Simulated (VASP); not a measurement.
# Fe2O3 (R-3c) in VASP: further runs, part 2 of 2

VASP 6.6.1. Earlier steps stand in the parts before.

## (3) Electric field gradients, PBE+U, collinear spin, antiferromagnetic start

INCAR reads:

```
SYSTEM = Fe2O3
PREC = Accurate
ENCUT = 520
EDIFF = 1E-8
ISMEAR = -1
SIGMA = 0.05
LREAL = .FALSE.
LASPH = .TRUE.
NELM = 150
ALGO = Normal
ISIF = 2
LWAVE = .FALSE.
LCHARG = .FALSE.
ISPIN = 2
MAGMOM = 5 5 -5 -5 0 0 0 0 0 0
LORBIT = 11
LMAXMIX = 4
LDAU = .TRUE.
LDAUTYPE = 2
LDAUL = 2 -1
LDAUU = 4 0
LDAUJ = 0 0
LDAUPRINT = 1
GGA = PE
LEFG = .TRUE.
NBANDS = 49
KPAR = 4
```

KPOINTS reads:

```
regular mesh
0
G
  11 11 11
  0 0 0
```

POSCAR reads:

```
Fe2O3
1.0
    2.5190000000      1.4543453281      4.5906666667
   -2.5190000000      1.4543453281      4.5906666667
    0.0000000000     -2.9086906562      4.5906666667
Fe O
4 6
Direct
    0.3463208287      0.3463208287      0.3463208287
    0.1536791713      0.1536791713      0.1536791713
    0.6536791713      0.6536791713      0.6536791713
    0.8463208287      0.8463208287      0.8463208287
    0.5648112367      0.9351887633      0.2500000000
    0.2500000000      0.5648112367      0.9351887633
    0.9351887633      0.2500000000      0.5648112367
    0.4351887633      0.0648112367      0.7500000000
    0.7500000000      0.4351887633      0.0648112367
    0.0648112367      0.7500000000      0.4351887633
```

Potentials or basis: VASP PAW PBE potentials, release 64 (Fe, O).

Command:

```sh
$ cat potpaw_PBE.64/Fe/POTCAR potpaw_PBE.64/O/POTCAR > POTCAR
$ mpirun -np 4 vasp_std > vasp.out
```

OUTCAR:

```text
SYSTEM = Fe2O3
   PREC = Accurate
   ENCUT = 520
   EDIFF = 1E-8
   ISMEAR = -1
   LREAL = .FALSE.
   LASPH = .TRUE.
   NELM = 150
   ISIF = 2
   ISPIN = 2
   LORBIT = 11
   GGA = PE

 ion  position               nearest neighbor table
   1  0.346  0.346  0.346-  10 1.98   8 1.98   9 1.98   5 2.07   7 2.07   6 2.07   2 2.65   3 2.93
                             3 2.93   3 2.93
   2  0.154  0.154  0.154-   9 1.98   8 1.98  10 1.98   5 2.07   7 2.07   6 2.07   1 2.65   4 2.93
                             4 2.93   4 2.93
   3  0.654  0.654  0.654-   7 1.98   5 1.98   6 1.98   8 2.07   9 2.07  10 2.07   4 2.65   1 2.93
                             1 2.93   1 2.93
   4  0.846  0.846  0.846-   6 1.98   5 1.98   7 1.98   8 2.07   9 2.07  10 2.07   3 2.65   2 2.93
                             2 2.93   2 2.93
   5  0.565  0.935  0.250-   3 1.98   4 1.98   1 2.07   2 2.07
   6  0.250  0.565  0.935-   4 1.98   3 1.98   1 2.07   2 2.07
   7  0.935  0.250  0.565-   3 1.98   4 1.98   1 2.07   2 2.07
   8  0.435  0.065  0.750-   1 1.98   2 1.98   3 2.07   4 2.07
   9  0.750  0.435  0.065-   2 1.98   1 1.98   3 2.07   4 2.07
  10  0.065  0.750  0.435-   1 1.98   2 1.98   3 2.07   4 2.07

  LATTYP: Found a trigonal (rhomboedric) cell.
 ALAT       =     5.4345838643
 COS(alpha) =     0.5703114900

  Lattice vectors:

 A1 = (   2.5190000000,   1.4543453281,   4.5906666667)
 A2 = (  -2.5190000000,   1.4543453281,   4.5906666667)
 A3 = (   0.0000000000,  -2.9086906562,   4.5906666667)

Analysis of symmetry for initial positions (statically):
=====================================================================
 Subroutine PRICEL returns:
 Original cell was already a primitive cell.

 Routine SETGRP: Setting up the symmetry group for a
 trigonal (rhombohedral) supercell.

 Subroutine GETGRP returns: Found 12 space group operations
 (whereof  6 operations were pure point group operations)
 out of a pool of 12 trial point group operations.

The static configuration has the point symmetry S_6 .
 The point group associated with its full space group is D_3d.

Analysis of symmetry for dynamics (positions and initial velocities):
=====================================================================
 Subroutine PRICEL returns:
 Original cell was already a primitive cell.

 Routine SETGRP: Setting up the symmetry group for a
 trigonal (rhombohedral) supercell.

 Subroutine GETGRP returns: Found 12 space group operations
 (whereof  6 operations were pure point group operations)
 out of a pool of 12 trial point group operations.

The dynamic configuration has the point symmetry S_6 .
 The point group associated with its full space group is D_3d.

Analysis of structural, dynamic, and magnetic symmetry:
=====================================================================
 Subroutine PRICEL returns:
 Original cell was already a primitive cell.

 Routine SETGRP: Setting up the symmetry group for a
 trigonal (rhombohedral) supercell.

 Subroutine GETGRP returns: Found 12 space group operations
[... 2680 lines left out ...]
  Total        2.6484324      2.6484324      5.0062343      0.0000000      0.0000000      0.0000000
  in kB       42.0510421     42.0510421     79.4875364      0.0000000      0.0000000      0.0000000
  external PRESSURE =      54.5298736 kB  Pullay stress =       0.0000000 kB

 VOLUME and BASIS-vectors are now :
 -----------------------------------------------------------------------------
  energy-cutoff  :      520.00
  volume of cell :      100.91
      direct lattice vectors                 reciprocal lattice vectors
     2.519000000  1.454345328  4.590666667     0.198491465  0.114599101  0.072611095
    -2.519000000  1.454345328  4.590666667    -0.198491465  0.114599101  0.072611095
     0.000000000 -2.908690656  4.590666667     0.000000000 -0.229198201  0.072611095

 POSITION                                       TOTAL-FORCE (eV/Angst)
 -----------------------------------------------------------------------------------
      0.00000      0.00000      4.76953         0.000000      0.000000      0.966742
      0.00000      0.00000      2.11647         0.000000      0.000000     -0.966742
      0.00000      0.00000      9.00247         0.000000      0.000000     -0.966742
      0.00000      0.00000     11.65553         0.000000      0.000000      0.966742
     -0.93298      1.45435      8.03367        -0.512631      0.000000     -0.000000
     -0.79301     -1.53516      8.03367         0.256315     -0.443951     -0.000000
      1.72599      0.08081      8.03367         0.256315      0.443951     -0.000000
      0.93298     -1.45435      5.73833         0.512631      0.000000     -0.000000
      0.79301      1.53516      5.73833        -0.256315      0.443951     -0.000000
     -1.72599     -0.08081      5.73833        -0.256315     -0.443951     -0.000000
 -----------------------------------------------------------------------------------
    total drift:                               -0.000000      0.000000     -0.000000

  FREE ENERGIE OF THE ION-ELECTRON SYSTEM (eV)
  ---------------------------------------------------
  free  energy   TOTEN  =       -67.9457984594 eV

  energy  without entropy=      -67.9457984367  energy(sigma->0) =      -67.94579845

 Electric field gradients (V/A^2)
---------------------------------------------------------------------
 ion       V_xx      V_yy      V_zz      V_xy      V_xz      V_yz
---------------------------------------------------------------------
   1      -1.636    -1.636     3.273     0.000    -0.000    -0.000
   2      -1.636    -1.636     3.273    -0.000     0.000    -0.000
   3      -1.636    -1.636     3.273     0.000    -0.000    -0.000
   4      -1.636    -1.636     3.273    -0.000     0.000    -0.000
   5      21.285   -21.562     0.277     0.000     0.000   -37.288
   6     -10.850    10.573     0.277   -18.553    32.293    18.644
   7     -10.850    10.573     0.277    18.553   -32.293    18.644
   8      21.285   -21.562     0.277    -0.000     0.000   -37.288
   9     -10.850    10.573     0.277   -18.553    32.293    18.644
  10     -10.850    10.573     0.277    18.553   -32.293    18.644
---------------------------------------------------------------------

 Electric field gradients after diagonalization (V/A^2)
 (convention: |V_zz| > |V_xx| > |V_yy|)
----------------------------------------------------------------------
 ion       V_xx      V_yy      V_zz     asymmetry (V_yy - V_xx)/ V_zz
----------------------------------------------------------------------
   1      -1.636    -1.636     3.273       0.000
   2      -1.636    -1.636     3.273       0.000
   3      -1.636    -1.636     3.273       0.000
   4      -1.636    -1.636     3.273       0.000
   5      28.212    21.285   -49.497       0.140
   6      28.212    21.285   -49.497       0.140
   7      28.212    21.285   -49.497       0.140
   8      28.212    21.285   -49.497       0.140
   9      28.212    21.285   -49.497       0.140
  10      28.212    21.285   -49.497       0.140
----------------------------------------------------------------------

           NMR quadrupolar parameters

 Cq : quadrupolar parameter    Cq=e*Q*V_zz/h
 eta: asymmetry parameters     (V_yy - V_xx)/ V_zz
 Q  : nuclear electric quadrupole moment in mb (millibarn)
----------------------------------------------------------------------
 ion       Cq(MHz)       eta       Q (mb)
----------------------------------------------------------------------
   1       0.008       0.000       1.000
   2       0.008       0.000       1.000
   3       0.008       0.000       1.000
   4       0.008       0.000       1.000
   5      -0.120       0.140       1.000
   6      -0.120       0.140       1.000
   7      -0.120       0.140       1.000
   8      -0.120       0.140       1.000
   9      -0.120       0.140       1.000
  10      -0.120       0.140       1.000
----------------------------------------------------------------------

 total charge

# of ion       s       p       d       tot
------------------------------------------
    1        0.381   0.555   5.842   6.777
    2        0.381   0.555   5.842   6.777
    3        0.381   0.555   5.842   6.777
    4        0.381   0.555   5.842   6.777
    5        1.563   3.474   0.000   5.038
    6        1.563   3.474   0.000   5.038
    7        1.563   3.474   0.000   5.038
    8        1.563   3.474   0.000   5.038
    9        1.563   3.474   0.000   5.038
   10        1.563   3.474   0.000   5.038
--------------------------------------------------
tot         10.904  23.064  23.368  57.336

 magnetization (x)

# of ion       s       p       d       tot
------------------------------------------
    1        0.013   0.017   4.168   4.197
    2        0.013   0.017   4.168   4.197
    3       -0.013  -0.017  -4.168  -4.197
    4       -0.013  -0.017  -4.168  -4.197
    5       -0.002  -0.019   0.000  -0.021
    6       -0.002  -0.019   0.000  -0.021
    7       -0.002  -0.019   0.000  -0.021
    8        0.002   0.019   0.000   0.021
    9        0.002   0.019   0.000   0.021
   10        0.002   0.019   0.000   0.021
--------------------------------------------------
tot          0.000   0.000   0.000   0.000
```

It took 5.2 min on 4 MPI ranks of Intel Xeon 6975P-C (Granite Rapids), shared host; peak memory 0.97 GiB.

Results:

- Free energy: -67.9458 eV
- Pressure: 5.5 GPa
- Largest force: 0.967 eV/Å
- Band gap on the k mesh: 1.55 eV (least direct gap 1.70 eV)
- Net moment: 0.00 μB per cell
- Site moments: Fe +4.20, -4.20 (each value once); O -0.02, +0.02 (each value once) μB
- Largest electric field gradient by atom: Fe +3.3; O -49.5 V/Å²
- Valence electrons inside the program's atomic spheres: Fe 6.78; O 5.04

Forces in eV/Å, atoms in the order of the input:
```
Fe   0.000  0.000  0.967
Fe   0.000  0.000 -0.967
Fe   0.000  0.000 -0.967
Fe   0.000  0.000  0.967
O   -0.513  0.000  0.000
O    0.256 -0.444  0.000
O    0.256  0.444  0.000
O    0.513  0.000  0.000
O   -0.256  0.444  0.000
O   -0.256 -0.444  0.000
```

Electric field gradients, principal values (V/Å²):
| atom | least | middle | greatest (by size) |
| --- | --- | --- | --- |
| 1 Fe | -1.636 | -1.636 | 3.273 |
| 2 Fe | -1.636 | -1.636 | 3.273 |
| 3 Fe | -1.636 | -1.636 | 3.273 |
| 4 Fe | -1.636 | -1.636 | 3.273 |
| 5 O | 21.285 | 28.212 | -49.497 |
| 6 O | 21.285 | 28.212 | -49.497 |
| 7 O | 21.285 | 28.212 | -49.497 |
| 8 O | 21.285 | 28.212 | -49.497 |
| 9 O | 21.285 | 28.212 | -49.497 |
| 10 O | 21.285 | 28.212 | -49.497 |

Eigenvalues of the final occupation matrices:
```tsv
site	spin	trace	eigenvalues
site 1 d	1	5.02	0.98 0.98 0.98 1.04 1.04
site 1 d	2	0.85	0.08 0.08 0.10 0.30 0.30
site 2 d	1	5.02	0.98 0.98 0.98 1.04 1.04
site 2 d	2	0.85	0.08 0.08 0.10 0.30 0.30
site 3 d	1	0.85	0.08 0.08 0.10 0.30 0.30
site 3 d	2	5.02	0.98 0.98 0.98 1.04 1.04
site 4 d	1	0.85	0.08 0.08 0.10 0.30 0.30
site 4 d	2	5.02	0.98 0.98 0.98 1.04 1.04
```

Caveat: the cell stands under pressure; without QUAD_EFG the Cq values of the log hold for a quadrupole moment of 1 mb, not for the nuclei. The state reached can hang on the start; a lower one may exist.
